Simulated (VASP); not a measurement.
A run of VASP 6.6.1:

INCAR

```
SYSTEM = Ta
PREC = Accurate
ENCUT = 520
EDIFF = 1E-6
ISMEAR = -1
SIGMA = 0.1
LREAL = .FALSE.
LASPH = .TRUE.
NELM = 80
ALGO = Normal
ISIF = 2
LWAVE = .FALSE.
LCHARG = .FALSE.
GGA = RE
NBANDS = 18
```

File KPOINTS:

```
regular mesh
0
G
  14 14 7
  0 0 0
```

Contents of POSCAR:

```
Ta
1.0
    3.0241921748      0.0000000000      0.0000000000
   -1.5120960874      2.6190272492      0.0000000000
    0.0000000000      0.0000000000      5.3675877290
Ta
2
Direct
    0.3333333333      0.6666666667      0.2500000000
    0.6666666667      0.3333333333      0.7500000000
```

Potentials or basis: VASP PAW PBE potentials, release 64 (Ta_pv).

The run is started by

```sh
$ cat potpaw_PBE.64/Ta_pv/POTCAR > POTCAR
$ mpirun -np 1 vasp_std > vasp.out
```

Hardware: 1 thread of Intel(R) Xeon(R) Platinum 8259CL CPU @ 2.50GHz (Skylake/Cascade Lake) (shared host).

Task: How long does it take, and how much memory?

Result: Run time: 43 s on 1 thread of Intel(R) Xeon(R) Platinum 8259CL CPU @ 2.50GHz (Skylake/Cascade Lake), with other jobs on the host, peak memory 0.2 GiB. Counts: scf iterations 13, k points 96.
